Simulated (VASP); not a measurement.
# TaN (WC type) (P-6m2) in VASP: notebook

TaN (WC type) is run at these levels: PBE; tasks: relaxation of cell and atoms.

Everything below comes from runs of VASP 6.6.1. Logs are shortened: lines on timing, memory, paths and dates and some standing lists are left out, and cuts for length are marked.

### Step 1. The cell of the first run

The structure is hexagonal, space group P-6m2 (No. 187). The conventional cell has a = 2.643 Å, b = 2.643 Å, c = 2.590 Å, α = 90.00°, β = 90.00°, γ = 120.00°. Within 2.7 Å of Ta (site symmetry -6m2) lie 6 N at 2.00 Å and 8 Ta at 2.59 to 2.64 Å. Within 2.7 Å of N (site symmetry -6m2) lie 6 Ta at 2.00 Å and 8 N at 2.59 to 2.64 Å.

### Step 2. Relaxation of cell and atoms, PBE, target pressure 210 GPa, at which the enthalpy is minimised

File INCAR:

```
SYSTEM = TaN
PREC = Accurate
ENCUT = 600
EDIFF = 1E-7
ISMEAR = -1
SIGMA = 0.08
LREAL = .FALSE.
LASPH = .TRUE.
NELM = 80
ALGO = Normal
ISIF = 3
LWAVE = .FALSE.
LCHARG = .FALSE.
GGA = PE
IBRION = 2
NSW = 60
EDIFFG = -0.005
PSTRESS = 2100.0
```

File KPOINTS:

```
Automatic mesh
0
G
  17 17 15
  0 0 0
```

File POSCAR:

```
TaN
1.0
    2.6428950751      0.0000000000      0.0000000000
   -1.3214475376      2.2888142746      0.0000000000
    0.0000000000      0.0000000000      2.5900371736
Ta N
1 1
Direct
    0.0000000000      0.0000000000      0.0000000000
    0.3333333333      0.6666666667      0.5000000000
```

Potentials or basis: VASP PAW PBE potentials, release 64 (Ta_pv, N).

On the command line:

```
$ cat potpaw_PBE.64/Ta_pv/POTCAR potpaw_PBE.64/N/POTCAR > POTCAR
$ mpirun -np 1 vasp_std > vasp.out
```

OUTCAR:

```text
SYSTEM = TaN
   PREC = Accurate
   ENCUT = 600
   EDIFF = 1E-7
   ISMEAR = -1
   LREAL = .FALSE.
   LASPH = .TRUE.
   NELM = 80
   ISIF = 3
   GGA = PE
   IBRION = 2
   NSW = 60
   EDIFFG = -0.005
   PSTRESS = 2100.0

 ion  position               nearest neighbor table
   1  0.000  0.000  0.000-   2 2.00   2 2.00   2 2.00   2 2.00   2 2.00   2 2.00
   2  0.333  0.667  0.500-   1 2.00   1 2.00   1 2.00   1 2.00   1 2.00   1 2.00

  LATTYP: Found a hexagonal cell.
 ALAT       =     2.6428950751
 C/A-ratio  =     0.9800000000

  Lattice vectors:

 A1 = (   2.6428950751,   0.0000000000,   0.0000000000)
 A2 = (  -1.3214475376,   2.2888142746,   0.0000000000)
 A3 = (   0.0000000000,   0.0000000000,   2.5900371736)

Analysis of symmetry for initial positions (statically):
=====================================================================
 Subroutine PRICEL returns:
 Original cell was already a primitive cell.

 Routine SETGRP: Setting up the symmetry group for a
 hexagonal supercell.

 Subroutine GETGRP returns: Found 12 space group operations
 (whereof 12 operations were pure point group operations)
 out of a pool of 24 trial point group operations.

The static configuration has the point symmetry D_3h.

Analysis of symmetry for dynamics (positions and initial velocities):
=====================================================================
 Subroutine PRICEL returns:
 Original cell was already a primitive cell.

 Routine SETGRP: Setting up the symmetry group for a
 hexagonal supercell.

 Subroutine GETGRP returns: Found 12 space group operations
 (whereof 12 operations were pure point group operations)
 out of a pool of 24 trial point group operations.

The dynamic configuration has the point symmetry D_3h.

 Subroutine INISYM returns: Found 12 space group operations
 (whereof 12 operations are pure point group operations),
 and found     1 'primitive' translations

----------------------------------------------------------------------------------------

                                     Primitive cell

  volume of cell :      15.6674

  direct lattice vectors                    reciprocal lattice vectors
     2.642895075  0.000000000  0.000000000     0.378372948  0.218453723  0.000000000
    -1.321447538  2.288814275  0.000000000     0.000000000  0.436907446  0.000000000
     0.000000000  0.000000000  2.590037174     0.000000000  0.000000000  0.386094845

  length of vectors
     2.642895075  2.642895075  2.590037174     0.436907446  0.436907446  0.386094845

  position of ions in fractional coordinates (direct lattice)
     0.000000000  0.000000000  0.000000000
     0.333333333  0.666666667  0.500000000

  ion indices of the primitive-cell ions
   primitive index   ion index
                 1           1
                 2           2

----------------------------------------------------------------------------------------

 KPOINTS: Automatic mesh

Automatic generation of k-mesh.
 Grid dimensions read from file:
 generate k-points for:   17   17   15

 Generating k-lattice:

  Cartesian coordinates                     Fractional coordinates (reciprocal lattice)
     0.022257232  0.012850219  0.000000000     0.058823529  0.000000000  0.000000000
     0.000000000  0.025700438  0.000000000     0.000000000  0.058823529  0.000000000
     0.000000000  0.000000000  0.025739656     0.000000000  0.000000000  0.066666667

  Length of vectors
     0.025700438  0.025700438  0.025739656

  Shift w.r.t. Gamma in fractional coordinates (k-lattice)
     0.000000000  0.000000000  0.000000000

 Subroutine IBZKPT returns following result:
 ===========================================

 Found    264 irreducible k-points:

 Following reciprocal coordinates:
            Coordinates               Weight
  0.000000  0.000000  0.000000      1.000000
  0.058824  0.000000  0.000000      6.000000
  0.117647  0.000000  0.000000      6.000000
  0.176471  0.000000  0.000000      6.000000
  0.235294  0.000000  0.000000      6.000000
  0.294118  0.000000  0.000000      6.000000
[... 16 lines left out ...]
  0.411765  0.117647  0.000000     12.000000
  0.176471  0.176471  0.000000      6.000000
 [... further k-points ...]
   k-points           NKPTS =    264   k-points in BZ     NKDIM =    264   number of bands    NBANDS=     12
   number of dos      NEDOS =    301   number of ions     NIONS =      2
   total plane-waves  NPLWV =  13824
   dimension x,y,z NGX =    24 NGY =   24 NGZ =   24
   dimension x,y,z NGXF=    48 NGYF=   48 NGZF=   48
   ions per type =               1   1
   NGX,Y,Z   is equivalent  to a cutoff of  15.10, 15.10, 15.40 a.u.
   NGXF,Y,Z  is equivalent  to a cutoff of  30.19, 30.19, 30.81 a.u.
 SYSTEM =  TaN
   PREC   = accura    normal or accurate (medium, high low for compatibility)
   ISTART =      0    job   : 0-new  1-cont  2-samecut
   ICHARG =      2    charge: 1-file 2-atom 10-const
   ISPIN  =      1    spin polarized calculation?
   LNONCOLLINEAR =      F non collinear calculations
   LSORBIT =      F    spin-orbit coupling
   LASPH  =      T    aspherical Exc in radial PAW
   ENCUT  =  600.0 eV  44.10 Ry    6.64 a.u.   5.28  5.28  5.17*2*pi/ulx,y,z
   NELM   =     80;   NELMIN=  2; NELMDL= -5     # of ELM steps
   EDIFF  = 0.1E-06   stopping-criterion for ELM
   LREAL  =      F    real-space projection
   EDIFFG = -.5E-02   stopping-criterion for IOM
   NSW    =     60    number of steps for IOM
   IBRION =      2    ionic relax: 0-MD 1-quasi-New 2-CG
   NFREE  =      1    steps in history (QN), initial steepest desc. (CG)
   ISIF   =      3    stress and relaxation
   ISYM   =      2    0-nonsym 1-usesym 2-fastsym
   POTIM  = 0.5000    time-step for ionic-motion
   TEBEG  =    0.0;   TEEND  =   0.0 temperature during run
   PSTRESS= 2100.0 pullay stress
   NELECT =      16.0000    total number of electrons
   NUPDOWN=      -1.0000    fix difference up-down
   EMIN   =  10.00;   EMAX   =-10.00  energy-range for DOS
   EFERMI =   0.00;   METHOD = LEGACY
   ISMEAR =    -1;   SIGMA  =   0.08  broadening in eV -4-tet -1-fermi 0-gaus
   EFERMI_NEDOS =   21; number of points for ismear=-14 and -15
   IALGO  =     38    algorithm
   IMIX   =      4    mixing-type and parameters
     AMIX     =   0.40;   BMIX     =  1.00
     AMIX_MAG =   1.60;   BMIX_MAG =  1.00
  volume/ion in A,a.u.               =       7.83        52.86
  Fermi-wavevector in a.u.,A,eV,Ry     =   1.648603  3.115407 36.979149  2.717891
  Thomas-Fermi vector in A             =   2.737864
   LORBIT       =      0    0 simple, 1 ext, 2 COOP (PROOUT), +10 PAW based schemes
   GGA     = PE    functional components
   LHFCALC =     F    Hartree Fock is set to
   AEXX    =    0.0000 exact exchange contribution
   IVDW    =     0    specifies the selected vdW correction
   LEPSILON=     F    determine dielectric tensor
   LRPA    =     F    only Hartree local field effects (RPA)
 conjugate gradient relaxation of ions
 non-spin polarized calculation
  energy-cutoff  :      600.00
  volume of cell :       15.67
 maximum number of plane-waves:       539
 NGX is ok and might be reduce to    24
   NGX = 11   NGY = 11   NGZ = 11

--------------------------------------- Ionic step        1  -------------------------------------------

 number of electron      15.9999998 magnetization

 Free energy of the ion-electron system (eV)
  ---------------------------------------------------
  ext. energy  EPLUGINS =         0.00000000
  ---------------------------------------------------
  free energy    TOTEN  =       -19.08674616 eV

  energy without entropy =      -19.08255753  energy(sigma->0) =      -19.08465184

------------------------ aborting loop because EDIFF is reached ----------------------------------------

  FORCE on cell =-STRESS in cart. coord.  units (eV):
  Direction    XX          YY          ZZ          XY          YZ          ZX
  --------------------------------------------------------------------------------------
  -------------------------------------------------------------------------------------
  Total       21.6768412     21.6768412     24.4499216     -0.0000000      0.0000000      0.0000000
  in kB     2216.7162513   2216.7162514   2500.2968929     -0.0000000      0.0000000      0.0000000
  external PRESSURE =     211.2431319 kB  Pullay stress =    2100.0000000 kB
[... 93 lines left out ...]
  FREE ENERGIE OF THE ION-ELECTRON SYSTEM (eV)
  ---------------------------------------------------
  free  energy   TOTEN  =       -19.6198560065 eV

  energy  without entropy=      -19.6160512633  energy(sigma->0) =      -19.61795363

  enthalpy is  TOTEN    =         1.4174090655 eV   P V=       21.0372650720

[... ionic steps 4 to 12 ...]

--------------------------------------- Ionic step       13  -------------------------------------------

 number of electron      15.9999998 magnetization

------------------------ aborting loop because EDIFF is reached ----------------------------------------

  FORCE on cell =-STRESS in cart. coord.  units (eV):
  Direction    XX          YY          ZZ          XY          YZ          ZX
  --------------------------------------------------------------------------------------
  -------------------------------------------------------------------------------------
  Total       20.8959382     20.8959382     20.8827061     -0.0000000      0.0000000      0.0000000
  in kB     2100.0494196   2100.0494197   2098.7195893     -0.0000001      0.0000000      0.0000000
  external PRESSURE =      -0.3938571 kB  Pullay stress =    2100.0000000 kB
[... 61 lines left out ...]
  enthalpy is  TOTEN    =         1.4092823447 eV   P V=       20.8946425909

--------------------------------------- Ionic step       15  -------------------------------------------

 number of electron      15.9999998 magnetization

 Free energy of the ion-electron system (eV)
  ---------------------------------------------------
  ext. energy  EPLUGINS =         0.00000000
  ---------------------------------------------------
  free energy    TOTEN  =       -19.48576045 eV

  energy without entropy =      -19.48208658  energy(sigma->0) =      -19.48392352

 E-fermi :  12.0016     XC(G=0): -15.0838

 val. band max:       11.9948510438   @ k =   0.0588   0.0588   0.4667
 cond. band min:      12.0411287344   @ k =   0.0588   0.0588   0.4000
 fundamental gap:      0.0462776906
 Fermi energy:        12.0015775968

 k-point     1 :       0.0000    0.0000    0.0000
  band No.  band energies     occupation
      1     -22.4395      2.00000
      2     -21.7242      2.00000
      3     -21.7242      2.00000
      4      -8.3837      2.00000
      5       5.7902      2.00000
      6       5.8736      2.00000
      7       5.8736      2.00000
      8       8.4998      2.00000
      9      16.4987      0.00000
     10      16.7355      0.00000
     11      16.7355      0.00000
     12      17.6581      0.00000
[... 331 lines left out ...]
 k-point    24 :       0.1765    0.1765    0.0000
  band No.  band energies     occupation
      1     -23.6583      2.00000
      2     -22.3808      2.00000
      3     -22.1194      2.00000
      4      -5.8111      2.00000
      5       2.8461      2.00000
      6       5.6967      2.00000
      7       7.0143      2.00000
      8       8.3906      2.00000
      9      13.6919      0.00000
     10      15.3184      0.00000
     11      18.6353      0.00000
     12      20.2775      0.00000

 [... further k-points ...]

------------------------ aborting loop because EDIFF is reached ----------------------------------------

  FORCE on cell =-STRESS in cart. coord.  units (eV):
  Direction    XX          YY          ZZ          XY          YZ          ZX
  --------------------------------------------------------------------------------------
  -------------------------------------------------------------------------------------
  Total       20.8941236     20.8941236     20.8942469     -0.0000000     -0.0000000      0.0000000
  in kB     2099.9076715   2099.9076716   2099.9200615     -0.0000001     -0.0000000      0.0000000
  external PRESSURE =      -0.0881985 kB  Pullay stress =    2100.0000000 kB
[... 17 lines left out ...]
  FREE ENERGIE OF THE ION-ELECTRON SYSTEM (eV)
  ---------------------------------------------------
  free  energy   TOTEN  =       -19.4857604489 eV

  energy  without entropy=      -19.4820865813  energy(sigma->0) =      -19.48392352

  enthalpy is  TOTEN    =         1.4092818010 eV   P V=       20.8950422499

 reached required accuracy - stopping structural energy minimisation
```

Run time: 3 min. Hardware: 1 thread of Intel Xeon 8259CL, shared host; peak memory 0.22 GiB.

What came out:

```yaml
Free_energy: -19.4858 eV
Relaxed_volume: 7.97 Å³/atom
Relaxed_cell: a = 2.637 Å, b = 2.637 Å, c = 2.647 Å, α = 90.00°, β = 90.00°, γ = 120.00°
Space_group_after_relaxing_to_0.1_Å: P-6m2 (No. 187)
Energy_change_on_relaxing_the_run_minimises_the_enthalpy: -199.5 meV/atom
Ionic_steps: 15
Pressure_after_relaxing: 210.0 GPa
Band_gap_on_the_k_mesh: zero (bands 8 and 9 overlap by 0.81 eV)
```

The path:
```
step  energy change (eV)  largest force (eV/Å)  pressure (GPa)  volume (Å³)
   1              0.0000                0.0000          231.12        15.67
   2             -2.3164                0.0000           94.82        18.10
   3             -0.5331                0.0000          203.32        16.05
   4             -0.4908                0.0000          205.56        16.02
   5             -0.2115                0.0000          217.88        15.81
   6             -0.3974                0.0000          210.08        15.94
   7             -0.3954                0.0000          210.17        15.94
   8             -0.4143                0.0000          209.19        15.95
   9             -0.3990                0.0000          209.99        15.94
  10             -0.3993                0.0000          209.98        15.94
  11             -0.3997                0.0000          209.96        15.94
  12             -0.3995                0.0000          209.95        15.94
  13             -0.3994                0.0000          209.96        15.94
  14             -0.3986                0.0000          210.02        15.94
  15             -0.3990                0.0000          209.99        15.94
```

Final structure:
```cif
data_structure
_symmetry_space_group_name_H-M 'P 1'
_symmetry_Int_Tables_number 1
_cell_length_a 2.6373
_cell_length_b 2.6373
_cell_length_c 2.6466
_cell_angle_alpha 90.000
_cell_angle_beta 90.000
_cell_angle_gamma 120.000
_cell_volume 15.94
loop_
_atom_site_label
_atom_site_type_symbol
_atom_site_fract_x
_atom_site_fract_y
_atom_site_fract_z
_atom_site_occupancy
Ta1 Ta 0.00000 0.00000 0.00000 1
N1 N 0.33333 0.66667 0.50000 1
```

Caveat: the cell is relaxed towards a set pressure, so the run minimises the enthalpy, not the energy; spin-orbit coupling is left out, which moves the levels of the heavy elements.

### Step 3. Relaxation of cell and atoms, PBE, target pressure 210 GPa, at which the enthalpy is minimised

This run uses another cell than the first one, of 7.94 Å³/atom.

File INCAR:

```
SYSTEM = TaN
ALGO = Normal ; EDIFF = 1E-7
EDIFFG = -0.005 ; ENCUT = 600
GGA = PE ; IBRION = 2
ISIF = 3 ; ISMEAR = -1
LASPH = .True. ; LCHARG = .False.
LREAL = .False. ; LWAVE = .False.
NELM = 80 ; NSW = 32
PREC = Accurate ; PSTRESS = 2100.0
SIGMA = 0.08
```

File KPOINTS:

```
k-points
0
Gamma
  17 17 15
  0 0 0
```

File POSCAR:

```
TaN
1.0
    2.6342597309      0.0000000000      0.0000000000
   -1.3171298655      2.2813358471      0.0000000000
    0.0000000000      0.0000000000      2.6426177551
Ta N
1 1
Direct
    0.0000000000      0.0000000000      0.0000000000
    0.3333333333      0.6666666667      0.5000000000
```

Potentials or basis: VASP PAW PBE potentials, release 64 (Ta_pv, N).

On the command line:

```
$ cat potpaw_PBE.64/Ta_pv/POTCAR potpaw_PBE.64/N/POTCAR > POTCAR
$ mpirun -np 1 vasp_std > vasp.out
```

Wall time 69 s (1 thread of Intel Xeon 8259CL, shared host); peak memory 0.21 GiB.

The run converged. Its results:

```yaml
Free_energy: -19.4869 eV
Relaxed_volume: 7.97 Å³/atom
Relaxed_cell: a = 2.637 Å, b = 2.637 Å, c = 2.646 Å, α = 90.00°, β = 90.00°, γ = 120.00°
Space_group_after_relaxing_to_0.1_Å: P-6m2 (No. 187)
Energy_change_on_relaxing_the_run_minimises_the_enthalpy: -40.5 meV/atom
Ionic_steps: 3
Pressure_after_relaxing: 210.0 GPa
Band_gap_on_the_k_mesh: zero (bands 8 and 9 overlap by 0.81 eV)
```

Stress tensor (GPa, compression positive):
```
209.91   0.00   0.00
  0.00 209.91   0.00
  0.00   0.00 210.05
```

Step by step:
```csv
step,energy change (eV),largest force (eV/Å),pressure (GPa),volume (Å³)
1,0.0000,0.0000,214.22,15.88
2,-0.5994,0.0000,182.12,16.37
3,-0.0809,0.0000,209.95,15.94
```

Final structure:
```
CELL_PARAMETERS angstrom
2.63745 0.00000 0.00000
-1.31873 2.28410 0.00000
0.00000 0.00000 2.64637
ATOMIC_POSITIONS crystal
Ta 0.00000 0.00000 0.00000
N 0.33333 0.66667 0.50000
```

Levels at points of the mesh, in eV from the Fermi level:
```csv
k point,band 5,band 6,band 7,band 8,band 9,band 10,band 11,band 12
"(0.00, 0.00, 0.00)",-6.21,-6.13,-6.13,-3.50,4.50,4.73,4.73,5.66
```

Caveat: the cell is relaxed towards a set pressure, so the run minimises the enthalpy, not the energy; spin-orbit coupling is left out, which moves the levels of the heavy elements.

The gap in the log of VASP goes by the Fermi energy; the results here count the filled bands.